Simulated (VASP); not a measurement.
# MgO (Fm-3m) in VASP: single point with r2SCAN

Aim: the single point of MgO with r2SCAN.

Program: VASP 6.6.1. These are calculated values, not measurements. Logs are shortened: lines on timing, memory, paths and dates and some standing lists are left out, and cuts for length are marked.

## Step 1: The cell of the first run

The structure is cubic, space group Fm-3m (No. 225). Conventional cell: a = 4.353 Å, b = 4.353 Å, c = 4.353 Å, α = 90.00°, β = 90.00°, γ = 90.00°. Within 2.9 Å of Mg (site symmetry m-3m) lie 6 O at 2.18 Å. O (site symmetry m-3m) has 6 Mg at 2.18 Å within 2.9 Å.

## Step 2: Single point, r2SCAN (strain +3.5%)

Input file POSCAR:

```
MgO
1.0
    0.0000000000      2.1765847738      2.1765847738
    2.1765847738      0.0000000000      2.1765847738
    2.1765847738      2.1765847738      0.0000000000
Mg O
1 1
Direct
    0.0000000000      0.0000000000      0.0000000000
    0.5000000000      0.5000000000      0.5000000000
```

Input file INCAR.step1:

```
PREC = Accurate
ENCUT = 920
ISMEAR = 0
SIGMA = 0.01
LREAL = False
LASPH = True
NELM = 120
NBANDS = 15
GGA = PE
ALGO = Normal
EDIFF = 1E-5
LWAVE = True
LCHARG = False
GGA_COMPAT = False
```

Input file INCAR.step2:

```
PREC = Accurate
ENCUT = 920
EDIFF = 1E-6
ISMEAR = 0
SIGMA = 0.01
LREAL = False
LASPH = True
NELM = 120
ALGO = Normal
ISIF = 2
LWAVE = False
LCHARG = True
METAGGA = R2SCAN
LMIXTAU = True
LELF = True
LVHAR = True
NBANDS = 15
ISTART = 1
GGA_COMPAT = False
```

Input file KPOINTS:

```
regular mesh
0
Gamma
  10 10 10
```

Potentials or basis: VASP PAW PBE potentials, release 64 (Mg_sv, O).

The run is started by

```bash
$ cat potpaw_PBE.64/Mg_sv/POTCAR potpaw_PBE.64/O/POTCAR > POTCAR
$ cp INCAR.step1 INCAR
$ mpirun -np 1 vasp_std > vasp.out
$ cp INCAR.step2 INCAR
$ mpirun -np 1 vasp_std > vasp.out
```

OUTCAR:

```text
PREC = Accurate
   ENCUT = 920
   EDIFF = 1E-6
   ISMEAR = 0
   LREAL = False
   LASPH = True
   NELM = 120
   ISIF = 2
   METAGGA = R2SCAN
   ISTART = 1

 ion  position               nearest neighbor table
   1  0.000  0.000  0.000-
   2  0.500  0.500  0.500-

  LATTYP: Found a face centered cubic cell.
 ALAT       =     4.3531695476

  Lattice vectors:

 A1 = (   0.0000000000,   2.1765847738,   2.1765847738)
 A2 = (   2.1765847738,   0.0000000000,   2.1765847738)
 A3 = (   2.1765847738,   2.1765847738,   0.0000000000)

Analysis of symmetry for initial positions (statically):
=====================================================================
 Subroutine PRICEL returns:
 Original cell was already a primitive cell.

 Routine SETGRP: Setting up the symmetry group for a
 face centered cubic supercell.

 Subroutine GETGRP returns: Found 48 space group operations
 (whereof 48 operations were pure point group operations)
 out of a pool of 48 trial point group operations.

The static configuration has the point symmetry O_h .

Analysis of symmetry for dynamics (positions and initial velocities):
=====================================================================
 Subroutine PRICEL returns:
 Original cell was already a primitive cell.

 Routine SETGRP: Setting up the symmetry group for a
 face centered cubic supercell.

 Subroutine GETGRP returns: Found 48 space group operations
 (whereof 48 operations were pure point group operations)
 out of a pool of 48 trial point group operations.

The dynamic configuration has the point symmetry O_h .

 Subroutine INISYM returns: Found 48 space group operations
 (whereof 48 operations are pure point group operations),
 and found     1 'primitive' translations

----------------------------------------------------------------------------------------

                                     Primitive cell

  volume of cell :      20.6232

  direct lattice vectors                    reciprocal lattice vectors
     0.000000000  2.176584774  2.176584774    -0.229717678  0.229717678  0.229717678
     2.176584774  0.000000000  2.176584774     0.229717678 -0.229717678  0.229717678
     2.176584774  2.176584774  0.000000000     0.229717678  0.229717678 -0.229717678

  length of vectors
     3.078155707  3.078155707  3.078155707     0.397882690  0.397882690  0.397882690

  position of ions in fractional coordinates (direct lattice)
     0.000000000  0.000000000  0.000000000
     0.500000000  0.500000000  0.500000000

  ion indices of the primitive-cell ions
   primitive index   ion index
                 1           1
                 2           2

----------------------------------------------------------------------------------------

 KPOINTS: regular mesh

Automatic generation of k-mesh.
 Grid dimensions read from file:
 generate k-points for:   10   10   10

 Generating k-lattice:

  Cartesian coordinates                     Fractional coordinates (reciprocal lattice)
    -0.022971768  0.022971768  0.022971768     0.100000000  0.000000000  0.000000000
     0.022971768 -0.022971768  0.022971768     0.000000000  0.100000000  0.000000000
     0.022971768  0.022971768 -0.022971768     0.000000000  0.000000000  0.100000000

  Length of vectors
     0.039788269  0.039788269  0.039788269

  Shift w.r.t. Gamma in fractional coordinates (k-lattice)
     0.000000000  0.000000000  0.000000000

 Subroutine IBZKPT returns following result:
 ===========================================

 Found     47 irreducible k-points:

 Following reciprocal coordinates:
            Coordinates               Weight
  0.000000  0.000000  0.000000      1.000000
  0.100000  0.000000  0.000000      8.000000
  0.200000  0.000000  0.000000      8.000000
  0.300000  0.000000  0.000000      8.000000
  0.400000  0.000000  0.000000      8.000000
  0.500000  0.000000  0.000000      4.000000
[... 16 lines left out ...]
  0.300000  0.300000  0.000000      6.000000
  0.400000  0.300000  0.000000     24.000000
 [... further k-points ...]
   k-points           NKPTS =     47   k-points in BZ     NKDIM =     47   number of bands    NBANDS=     15
   number of dos      NEDOS =    301   number of ions     NIONS =      2
   total plane-waves  NPLWV =  27000
   dimension x,y,z NGX =    30 NGY =   30 NGZ =   30
   dimension x,y,z NGXF=    60 NGYF=   60 NGZF=   60
   ions per type =               1   1
   NGX,Y,Z   is equivalent  to a cutoff of  16.20, 16.20, 16.20 a.u.
   NGXF,Y,Z  is equivalent  to a cutoff of  32.40, 32.40, 32.40 a.u.
 SYSTEM =  unknown system
   PREC   = accura    normal or accurate (medium, high low for compatibility)
   ISTART =      1    job   : 0-new  1-cont  2-samecut
   ICHARG =      0    charge: 1-file 2-atom 10-const
   ISPIN  =      1    spin polarized calculation?
   LNONCOLLINEAR =      F non collinear calculations
   LSORBIT =      F    spin-orbit coupling
   LASPH  =      T    aspherical Exc in radial PAW
   ENCUT  =  920.0 eV  67.62 Ry    8.22 a.u.   7.61  7.61  7.61*2*pi/ulx,y,z
   NELM   =    120;   NELMIN=  2; NELMDL=  0     # of ELM steps
   EDIFF  = 0.1E-05   stopping-criterion for ELM
   LREAL  =      F    real-space projection
   EDIFFG = 0.1E-04   stopping-criterion for IOM
   NSW    =      0    number of steps for IOM
   IBRION =     -1    ionic relax: 0-MD 1-quasi-New 2-CG
   NFREE  =      0    steps in history (QN), initial steepest desc. (CG)
   ISIF   =      2    stress and relaxation
   ISYM   =      2    0-nonsym 1-usesym 2-fastsym
   POTIM  = 0.5000    time-step for ionic-motion
   TEBEG  =    0.0;   TEEND  =   0.0 temperature during run
   PSTRESS=    0.0 pullay stress
   NELECT =      16.0000    total number of electrons
   NUPDOWN=      -1.0000    fix difference up-down
   EMIN   =  10.00;   EMAX   =-10.00  energy-range for DOS
   EFERMI =   0.00;   METHOD = LEGACY
   ISMEAR =     0;   SIGMA  =   0.01  broadening in eV -4-tet -1-fermi 0-gaus
   EFERMI_NEDOS =   21; number of points for ismear=-14 and -15
   IALGO  =     38    algorithm
   IMIX   =      4    mixing-type and parameters
     AMIX     =   0.40;   BMIX     =  1.00
     AMIX_MAG =   1.60;   BMIX_MAG =  1.00
  volume/ion in A,a.u.               =      10.31        69.59
  Fermi-wavevector in a.u.,A,eV,Ry     =   1.504282  2.842681 30.788136  2.262864
  Thomas-Fermi vector in A             =   2.615282
   LORBIT       =      0    0 simple, 1 ext, 2 COOP (PROOUT), +10 PAW based schemes
   METAGGA = R2SCAN    functional components
   LHFCALC =     F    Hartree Fock is set to
   AEXX    =    0.0000 exact exchange contribution
   IVDW    =     0    specifies the selected vdW correction
   LEPSILON=     F    determine dielectric tensor
   LRPA    =     F    only Hartree local field effects (RPA)
 non-spin polarized calculation
 Gauss-broadening in eV      SIGMA  =   0.01
  energy-cutoff  :      920.00
  volume of cell :       20.62
 maximum number of plane-waves:      1326
   NGX = 15   NGY = 15   NGZ = 15

 number of electron      16.0000008 magnetization

 Free energy of the ion-electron system (eV)
  ---------------------------------------------------
  ext. energy  EPLUGINS =         0.00000000
  ---------------------------------------------------
  free energy    TOTEN  =       -16.06622312 eV

  energy without entropy =      -16.06622312  energy(sigma->0) =      -16.06622312

 E-fermi :   1.9644     XC(G=0): -11.5034

 val. band max:        1.8518816485   @ k =   0.0000   0.0000   0.0000
 cond. band min:       6.5619494465   @ k =   0.0000   0.0000   0.0000
 fundamental gap:      4.7100677980
 Fermi energy:         1.9644471661

 k-point     1 :       0.0000    0.0000    0.0000
  band No.  band energies     occupation
      1     -73.5103      2.00000
      2     -38.6034      2.00000
      3     -38.6034      2.00000
      4     -38.6034      2.00000
      5     -15.8656      2.00000
      6       1.8519      2.00000
      7       1.8519      2.00000
      8       1.8519      2.00000
      9       6.5619      0.00000
     10      18.1237      0.00000
     11      18.1237      0.00000
     12      18.1237      0.00000
     13      21.9490      0.00000
     14      23.6878      0.00000
     15      23.6878      0.00000

 k-point     2 :       0.1000    0.0000    0.0000
  band No.  band energies     occupation
      1     -73.5099      2.00000
      2     -38.6087      2.00000
      3     -38.6039      2.00000
      4     -38.6039      2.00000
      5     -15.7772      2.00000
      6       1.2519      2.00000
      7       1.7933      2.00000
      8       1.7933      2.00000
      9       7.1765      0.00000
     10      16.8993      0.00000
     11      18.3408      0.00000
     12      18.3408      0.00000
     13      22.8571      0.00000
     14      22.8571      0.00000
     15      23.4804      0.00000

 k-point     3 :       0.2000    0.0000    0.0000
  band No.  band energies     occupation
      1     -73.5088      2.00000
      2     -38.6228      2.00000
      3     -38.6054      2.00000
      4     -38.6054      2.00000
      5     -15.5365      2.00000
      6       0.0395      2.00000
      7       1.6443      2.00000
      8       1.6443      2.00000
      9       8.3877      0.00000
     10      15.3619      0.00000
     11      18.7442      0.00000
     12      18.7442      0.00000
     13      22.1441      0.00000
     14      22.1441      0.00000
     15      24.1018      0.00000

 k-point     4 :       0.3000    0.0000    0.0000
  band No.  band energies     occupation
      1     -73.5073      2.00000
      2     -38.6400      2.00000
      3     -38.6071      2.00000
      4     -38.6071      2.00000
      5     -15.2178      2.00000
      6      -1.1558      2.00000
      7       1.4682      2.00000
      8       1.4682      2.00000
      9       9.4292      0.00000
     10      14.5407      0.00000
     11      18.7432      0.00000
     12      18.7432      0.00000
     13      22.6194      0.00000
     14      22.6194      0.00000
     15      23.5118      0.00000
[... 307 lines left out ...]
 k-point    22 :      -0.2000    0.2000    0.0000
  band No.  band energies     occupation
      1     -73.5068      2.00000
      2     -38.6369      2.00000
      3     -38.6174      2.00000
      4     -38.6066      2.00000
      5     -15.1254      2.00000
      6      -0.9792      2.00000
      7       0.6660      2.00000
      8       1.4685      2.00000
      9      10.3055      0.00000
     10      14.2252      0.00000
     11      17.0968      0.00000
     12      19.7666      0.00000
     13      20.7093      0.00000
     14      23.4408      0.00000
     15      26.6070      0.00000

 k-point    23 :       0.3000    0.3000    0.0000
  band No.  band energies     occupation
      1     -73.5062      2.00000
      2     -38.6355      2.00000
      3     -38.6157      2.00000
      4     -38.6157      2.00000
      5     -15.0609      2.00000
      6      -1.0199      2.00000
      7       1.0013      2.00000
      8       1.0013      2.00000
      9      10.6905      0.00000
     10      12.9941      0.00000
     11      16.4585      0.00000
     12      19.8964      0.00000
     13      19.8964      0.00000
     14      26.2605      0.00000
     15      28.8548      0.00000

 k-point    24 :       0.4000    0.3000    0.0000
  band No.  band energies     occupation
      1     -73.5052      2.00000
      2     -38.6424      2.00000
      3     -38.6192      2.00000
      4     -38.6177      2.00000
      5     -14.8679      2.00000
      6      -1.3934      2.00000
      7       0.6772      2.00000
      8       0.8667      2.00000
      9      11.4883      0.00000
     10      12.6692      0.00000
     11      15.6385      0.00000
     12      20.0898      0.00000
     13      20.2867      0.00000
     14      26.9545      0.00000
     15      28.4083      0.00000

 [... further k-points ...]

------------------------ aborting loop because EDIFF is reached ----------------------------------------

  FORCE on cell =-STRESS in cart. coord.  units (eV):
  Direction    XX          YY          ZZ          XY          YZ          ZX
  --------------------------------------------------------------------------------------
  -------------------------------------------------------------------------------------
  Total       -1.7544254     -1.7544254     -1.7544254      0.0000000     -0.0000000     -0.0000000
  in kB     -136.2977681   -136.2977681   -136.2977681      0.0000000     -0.0000000     -0.0000000
  external PRESSURE =    -136.2977681 kB  Pullay stress =       0.0000000 kB

 VOLUME and BASIS-vectors are now :
 -----------------------------------------------------------------------------
  energy-cutoff  :      920.00
  volume of cell :       20.62
      direct lattice vectors                 reciprocal lattice vectors
     0.000000000  2.176584774  2.176584774    -0.229717678  0.229717678  0.229717678
     2.176584774  0.000000000  2.176584774     0.229717678 -0.229717678  0.229717678
     2.176584774  2.176584774  0.000000000     0.229717678  0.229717678 -0.229717678

 POSITION                                       TOTAL-FORCE (eV/Angst)
 -----------------------------------------------------------------------------------
      0.00000      0.00000      0.00000         0.000000      0.000000      0.000000
      2.17658      2.17658      2.17658        -0.000000     -0.000000     -0.000000
 -----------------------------------------------------------------------------------
    total drift:                                0.000000      0.000000      0.000000

  FREE ENERGIE OF THE ION-ELECTRON SYSTEM (eV)
  ---------------------------------------------------
  free  energy   TOTEN  =       -16.0662231239 eV

  energy  without entropy=      -16.0662231239  energy(sigma->0) =      -16.06622312
```

It took 1.8 min on 1 thread of Intel Xeon Platinum 8375C at 2.90GHz (Ice Lake), shared host; peak memory 0.19 GiB.

Results:

```yaml
Free_energy: -16.0662 eV
Pressure: -13.6 GPa
Band_gap_on_the_k_mesh: 4.71 eV
```

Caveat: the cell differs from its parent crystal (strain +3.5%); the cell stands under tension; the PAW data sets were made with another functional, which shifts forces and pressure a little.
